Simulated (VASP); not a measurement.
**MgSe: single point with PBE**

MgSe:

```
Mg Se
1.0
     0.00000    2.72550    2.72550
     2.72550    0.00000    2.72550
     2.72550    2.72550    0.00000
Mg Se
1 1
Cartesian
  0.0000 0.0000 0.0000
  2.6755 2.7255 2.7255
```

```
Program                : VASP 6.6.1
Task                   : single point
Functional             : PBE
Potentials or basis    : VASP PAW PBE potentials, release 64 (Mg, Se)
Cutoff                 : 600 eV
k mesh                 : 6 × 6 × 6
Occupations            : gaussian, width 0.01 eV
Spin                   : no spin polarisation
Dipole correction      : no
Further INCAR settings : ALGO = Normal; EDIFF = 1e-06; NBANDS = 11
```

```json
{"Pressure": "2.0 GPa", "Largest force": "0.126 eV/Å", "Band gap on the k mesh": "1.80 eV, indirect (least direct gap 2.60 eV)"}
```

Forces on the atoms (eV/Å):
```
Mg  -0.126  0.000  0.000
Se   0.126  0.000  0.000
```

Stress tensor (GPa, compression positive):
```
2.17 0.00 0.00
0.00 1.92 0.00
0.00 0.00 1.92
```

Levels at points of the mesh, in eV from the valence-band top:
```csv
k point,band 2,band 3,band 4,band 5,band 6,band 7
"(0.00, 0.00, 0.00)",0.00,0.00,0.00,2.60,7.41,7.41
"(0.50, 0.00, 0.00)",-4.95,-0.59,-0.58,3.82,6.10,6.10
"(0.50, 0.50, 0.00)",-4.27,-1.79,-1.79,1.80,3.96,11.75
"(0.00, 0.50, 0.50)",-4.27,-1.79,-1.79,1.80,3.96,11.74
```

Wall time 8.7 s on 1 thread of Intel(R) Xeon(R) Platinum 8559C (Emerald Rapids), with other jobs on the host, peak memory 0.17 GiB.

A k mesh can miss the band edges. Expect the measured gap to be larger: semilocal functionals such as PBE lack the derivative discontinuity.
